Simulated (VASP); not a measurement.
# InSe (C2) in VASP: single point with PBE

Aim: the single point of InSe with PBE.

Everything below comes from runs of VASP 6.6.1. Logs are shortened: lines on timing, memory, paths and dates and some standing lists are left out, and cuts for length are marked.

## (1) The cell of the first run

Symmetry: C2, No. 5, monoclinic system. Conventional cell: a = 11.776 Å, b = 4.269 Å, c = 5.308 Å, α = 90.00°, β = 106.49°, γ = 90.00°. Within 3.4 Å of In (site symmetry 1) lie 3 Se at 2.59 to 2.79 Å and 1 In at 2.85 Å. Within 3.4 Å of Se (site symmetry 1) lie 3 In at 2.59 to 2.79 Å.

## (2) Single point, PBE (atoms displaced along a vibrational mode, the cell strained)

File INCAR:

```
SYSTEM = InSe
PREC = Accurate
ENCUT = 520
EDIFF = 1E-6
ISMEAR = 0
SIGMA = 0.05
LREAL = .FALSE.
LASPH = .TRUE.
NELM = 100
ALGO = Normal
ISIF = 2
LWAVE = .FALSE.
LCHARG = .FALSE.
GGA = PE
NBANDS = 27
```

File KPOINTS:

```
regular mesh
0
G
  8 8 6
  0 0 0
```

File POSCAR:

```
InSe
1.0
    5.8878909526     -2.1345623443      0.0453164279
    5.8878909526      2.1345623443      0.0453164279
   -1.5459825095      0.0000000000      5.0781431589
In Se
2 2
Direct
    0.8758951401      0.8999067711      0.0533034054
    0.1000932289      0.1241048599      0.9466965946
    0.6837848324      0.6488736946      0.6952062322
    0.3511263054      0.3162151676      0.3047937678
```

Potentials or basis: VASP PAW PBE potentials, release 64 (In_d, Se).

Started as:

```bash
> cat potpaw_PBE.64/In_d/POTCAR potpaw_PBE.64/Se/POTCAR > POTCAR
> mpirun -np 1 vasp_std > vasp.out
```

OUTCAR:

```text
SYSTEM = InSe
   PREC = Accurate
   ENCUT = 520
   EDIFF = 1E-6
   ISMEAR = 0
   LREAL = .FALSE.
   LASPH = .TRUE.
   NELM = 100
   ISIF = 2
   GGA = PE

 ion  position               nearest neighbor table
   1  0.876  0.900  0.053-   4 2.59   3 2.76   4 2.79   2 2.85   2 3.79   2 3.79
   2  0.100  0.124  0.947-   3 2.59   4 2.76   3 2.79   1 2.85   1 3.79   1 3.79
   3  0.684  0.649  0.695-   2 2.59   1 2.76   2 2.79
   4  0.351  0.316  0.305-   1 2.59   2 2.76   1 2.79

  LATTYP: Found a base centered monoclinic cell.
 ALAT       =    11.7761306800
 B/A-ratio  =     0.3625235491
 C/A-ratio  =     0.4507641643
 COS(beta)  =    -0.2838697360

  Lattice vectors:

 A1 = (   5.8878909526,  -2.1345623443,   0.0453164279)
 A2 = (   5.8878909526,   2.1345623443,   0.0453164279)
 A3 = (  -1.5459825095,   0.0000000000,   5.0781431589)

Analysis of symmetry for initial positions (statically):
=====================================================================
 Subroutine PRICEL returns:
 Original cell was already a primitive cell.

 Routine SETGRP: Setting up the symmetry group for a
 base centered monoclinic supercell.

 Subroutine GETGRP returns: Found  2 space group operations
 (whereof  2 operations were pure point group operations)
 out of a pool of  4 trial point group operations.

The static configuration has the point symmetry C_2 .

Analysis of symmetry for dynamics (positions and initial velocities):
=====================================================================
 Subroutine PRICEL returns:
 Original cell was already a primitive cell.

 Routine SETGRP: Setting up the symmetry group for a
 base centered monoclinic supercell.

 Subroutine GETGRP returns: Found  2 space group operations
 (whereof  2 operations were pure point group operations)
 out of a pool of  4 trial point group operations.

The dynamic configuration has the point symmetry C_2 .

 Subroutine INISYM returns: Found  2 space group operations
 (whereof  2 operations are pure point group operations),
 and found     1 'primitive' translations

----------------------------------------------------------------------------------------

                                     Primitive cell

  volume of cell :     127.9440

  direct lattice vectors                    reciprocal lattice vectors
     5.887890953 -2.134562344  0.045316428     0.084721538 -0.234240055  0.025792502
     5.887890953  2.134562344  0.045316428     0.084721538  0.234240055  0.025792502
    -1.545982509  0.000000000  5.078143159    -0.001512079  0.000000000  0.196462038

  length of vectors
     6.263039985  6.263039985  5.308257705     0.250422434  0.250422434  0.196467856

  position of ions in fractional coordinates (direct lattice)
     0.875895140  0.899906771  0.053303405
     0.100093229  0.124104860  0.946696595
     0.683784832  0.648873695  0.695206232
     0.351126305  0.316215168  0.304793768

  ion indices of the primitive-cell ions
   primitive index   ion index
                 1           1
                 2           2
                 3           3
                 4           4

----------------------------------------------------------------------------------------

 KPOINTS: regular mesh

Automatic generation of k-mesh.
 Grid dimensions read from file:
 generate k-points for:    8    8    6

 Generating k-lattice:

  Cartesian coordinates                     Fractional coordinates (reciprocal lattice)
     0.010590192 -0.029280007  0.003224063     0.125000000 -0.000000000  0.000000000
     0.010590192  0.029280007  0.003224063    -0.000000000  0.125000000  0.000000000
    -0.000252013  0.000000000  0.032743673     0.000000000  0.000000000  0.166666667

  Length of vectors
     0.031302804  0.031302804  0.032744643

  Shift w.r.t. Gamma in fractional coordinates (k-lattice)
     0.000000000  0.000000000  0.000000000

 Subroutine IBZKPT returns following result:
 ===========================================

 Found    114 irreducible k-points:

 Following reciprocal coordinates:
            Coordinates               Weight
  0.000000  0.000000  0.000000      1.000000
  0.125000 -0.000000  0.000000      4.000000
  0.250000 -0.000000  0.000000      4.000000
  0.375000 -0.000000  0.000000      4.000000
  0.500000 -0.000000  0.000000      2.000000
  0.125000  0.125000  0.000000      2.000000
[... 16 lines left out ...]
  0.125000 -0.000000  0.166667      4.000000
  0.250000 -0.000000  0.166667      4.000000
 [... further k-points ...]
   k-points           NKPTS =    114   k-points in BZ     NKDIM =    114   number of bands    NBANDS=     27
   number of dos      NEDOS =    301   number of ions     NIONS =      4
   total plane-waves  NPLWV =  92160
   dimension x,y,z NGX =    48 NGY =   48 NGZ =   40
   dimension x,y,z NGXF=    96 NGYF=   96 NGZF=   80
   ions per type =               2   2
   NGX,Y,Z   is equivalent  to a cutoff of  12.74, 12.74, 12.53 a.u.
   NGXF,Y,Z  is equivalent  to a cutoff of  25.48, 25.48, 25.05 a.u.
 SYSTEM =  InSe
   PREC   = accura    normal or accurate (medium, high low for compatibility)
   ISTART =      0    job   : 0-new  1-cont  2-samecut
   ICHARG =      2    charge: 1-file 2-atom 10-const
   ISPIN  =      1    spin polarized calculation?
   LNONCOLLINEAR =      F non collinear calculations
   LSORBIT =      F    spin-orbit coupling
   LASPH  =      T    aspherical Exc in radial PAW
   ENCUT  =  520.0 eV  38.22 Ry    6.18 a.u.  11.65 11.65  9.87*2*pi/ulx,y,z
   NELM   =    100;   NELMIN=  2; NELMDL= -5     # of ELM steps
   EDIFF  = 0.1E-05   stopping-criterion for ELM
   LREAL  =      F    real-space projection
[... 7 lines left out ...]
   TEBEG  =    0.0;   TEEND  =   0.0 temperature during run
   PSTRESS=    0.0 pullay stress
   NELECT =      38.0000    total number of electrons
   NUPDOWN=      -1.0000    fix difference up-down
   EMIN   =  10.00;   EMAX   =-10.00  energy-range for DOS
   EFERMI =   0.00;   METHOD = LEGACY
   ISMEAR =     0;   SIGMA  =   0.05  broadening in eV -4-tet -1-fermi 0-gaus
   EFERMI_NEDOS =   21; number of points for ismear=-14 and -15
   IALGO  =     38    algorithm
   IMIX   =      4    mixing-type and parameters
     AMIX     =   0.40;   BMIX     =  1.00
     AMIX_MAG =   1.60;   BMIX_MAG =  1.00
  volume/ion in A,a.u.               =      31.99       215.85
  Fermi-wavevector in a.u.,A,eV,Ry     =   1.092268  2.064088 16.232435  1.193050
  Thomas-Fermi vector in A             =   2.228531
   LORBIT       =      0    0 simple, 1 ext, 2 COOP (PROOUT), +10 PAW based schemes
   GGA     = PE    functional components
   LHFCALC =     F    Hartree Fock is set to
   AEXX    =    0.0000 exact exchange contribution
   IVDW    =     0    specifies the selected vdW correction
   LEPSILON=     F    determine dielectric tensor
   LRPA    =     F    only Hartree local field effects (RPA)
 non-spin polarized calculation
 Gauss-broadening in eV      SIGMA  =   0.05
  energy-cutoff  :      520.00
  volume of cell :      127.94
 maximum number of plane-waves:      3462
   NGX = 23   NGY = 23   NGZ = 19

 number of electron      37.9999996 magnetization

 Free energy of the ion-electron system (eV)
  ---------------------------------------------------
  ext. energy  EPLUGINS =         0.00000000
  ---------------------------------------------------
  free energy    TOTEN  =       -13.96410059 eV

  energy without entropy =      -13.96410059  energy(sigma->0) =      -13.96410059

 E-fermi :   3.3400     XC(G=0):  -8.4901

 val. band max:        3.1431671856   @ k =   0.5000   0.5000   0.0000
 cond. band min:       3.9920300767   @ k =   0.0000   0.0000   0.5000
 fundamental gap:      0.8488628911
 Fermi energy:         3.3400305163

 k-point     1 :       0.0000    0.0000    0.0000
  band No.  band energies     occupation
      1     -11.4819      2.00000
      2     -11.3845      2.00000
      3     -11.2737      2.00000
      4     -11.2053      2.00000
      5     -11.1915      2.00000
      6     -11.1747      2.00000
[... 19 lines left out ...]
     26       9.5973      0.00000
     27      10.7496      0.00000

 k-point     2 :       0.1250   -0.0000    0.0000
  band No.  band energies     occupation
      1     -11.4805      2.00000
      2     -11.3833      2.00000
      3     -11.3074      2.00000
      4     -11.2009      2.00000
      5     -11.1959      2.00000
      6     -11.1683      2.00000
[... 19 lines left out ...]
     26       9.4468      0.00000
     27      10.8471      0.00000

 k-point     3 :       0.2500   -0.0000    0.0000
  band No.  band energies     occupation
      1     -11.4805      2.00000
      2     -11.3812      2.00000
      3     -11.3661      2.00000
      4     -11.2199      2.00000
      5     -11.1816      2.00000
      6     -11.1566      2.00000
[... 19 lines left out ...]
     26       9.4871      0.00000
     27      10.5053      0.00000

 k-point     4 :       0.3750   -0.0000    0.0000
  band No.  band energies     occupation
      1     -11.4907      2.00000
      2     -11.4068      2.00000
      3     -11.3743      2.00000
      4     -11.2377      2.00000
      5     -11.1730      2.00000
      6     -11.1594      2.00000
[... 19 lines left out ...]
     26       9.5818      0.00000
     27      10.5676      0.00000
[... 516 lines left out ...]
      4     -11.2047      2.00000
      5     -11.1919      2.00000
      6     -11.1748      2.00000
[... 19 lines left out ...]
     26       9.7199      0.00000
     27      10.4498      0.00000

 k-point    23 :       0.1250   -0.0000    0.1667
  band No.  band energies     occupation
      1     -11.4842      2.00000
      2     -11.3825      2.00000
      3     -11.3059      2.00000
      4     -11.2015      2.00000
      5     -11.1951      2.00000
      6     -11.1684      2.00000
[... 19 lines left out ...]
     26       9.2735      0.00000
     27      10.7809      0.00000

 k-point    24 :       0.2500   -0.0000    0.1667
  band No.  band energies     occupation
      1     -11.4859      2.00000
      2     -11.3809      2.00000
      3     -11.3622      2.00000
      4     -11.2208      2.00000
      5     -11.1808      2.00000
      6     -11.1563      2.00000
[... 19 lines left out ...]
     26       9.5898      0.00000
     27      10.7086      0.00000

 [... further k-points ...]

------------------------ aborting loop because EDIFF is reached ----------------------------------------

  FORCE on cell =-STRESS in cart. coord.  units (eV):
  Direction    XX          YY          ZZ          XY          YZ          ZX
  --------------------------------------------------------------------------------------
  -------------------------------------------------------------------------------------
  Total       -0.8526910      0.0132152      0.4240900      0.0000000      0.0000000     -0.9291856
  in kB      -10.6778134      0.1654873      5.3106626      0.0000000      0.0000000    -11.6357152
  external PRESSURE =      -1.7338879 kB  Pullay stress =       0.0000000 kB

 VOLUME and BASIS-vectors are now :
 -----------------------------------------------------------------------------
  energy-cutoff  :      520.00
  volume of cell :      127.94
      direct lattice vectors                 reciprocal lattice vectors
     5.887890953 -2.134562344  0.045316428     0.084721538 -0.234240055  0.025792502
     5.887890953  2.134562344  0.045316428     0.084721538  0.234240055  0.025792502
    -1.545982509  0.000000000  5.078143159    -0.001512079  0.000000000  0.196462038

 POSITION                                       TOTAL-FORCE (eV/Angst)
 -----------------------------------------------------------------------------------
     10.37332      0.05125      0.35116         0.070576     -0.567601     -0.289102
     -0.14352      0.05125      4.81762        -0.070576     -0.567601      0.289102
      6.77177     -0.07452      3.59075         0.250056      0.567601     -0.249320
      3.45803     -0.07452      1.57803        -0.250056      0.567601      0.249320
 -----------------------------------------------------------------------------------
    total drift:                                0.000000      0.000055     -0.000000

  FREE ENERGIE OF THE ION-ELECTRON SYSTEM (eV)
  ---------------------------------------------------
  free  energy   TOTEN  =       -13.9641005915 eV

  energy  without entropy=      -13.9641005915  energy(sigma->0) =      -13.96410059
```

Run time: 6.3 min. Hardware: 1 thread of Intel Xeon Platinum 8488C (Sapphire Rapids), shared host; peak memory 0.52 GiB.

Results:

| Property | Result |
| --- | --- |
| Free energy | -13.9641 eV |
| Pressure | -0.2 GPa |
| Largest force | 0.668 eV/Å |
| Band gap on the k mesh | 0.85 eV (least direct gap 1.00 eV) |

Forces on the atoms (eV/Å):
```
In   0.071 -0.568 -0.289
In  -0.071 -0.568  0.289
Se   0.250  0.568 -0.249
Se  -0.250  0.568  0.249
```

Stress tensor (GPa, compression positive):
```
-1.07  0.00 -1.16
 0.00  0.02  0.00
-1.16  0.00  0.53
```

Levels at points of the mesh, in eV from the valence-band top:
```
           k point  band 17  band 18  band 19  band 20  band 21  band 22
(0.00, 0.00, 0.00)    -1.95    -1.39    -1.05     1.95     2.38     3.04
(0.50, 0.00, 0.00)    -1.94    -1.67    -1.42     1.67     2.30     3.65
(0.50, 0.50, 0.00)    -1.26    -1.11     0.00     1.08     2.16     3.34
(0.00, 0.00, 0.50)    -1.49    -1.47    -0.55     0.85     1.69     2.98
(0.50, 0.00, 0.50)    -2.13    -1.94    -1.27     2.07     3.07     3.51
(0.50, 0.50, 0.50)    -1.50    -1.00    -0.47     1.66     2.51     3.29
```

Caveat: the cell differs from its parent crystal (atoms displaced along a vibrational mode, the cell strained); spin-orbit coupling is left out, which moves the levels of the heavy elements. A k mesh can miss the band edges.
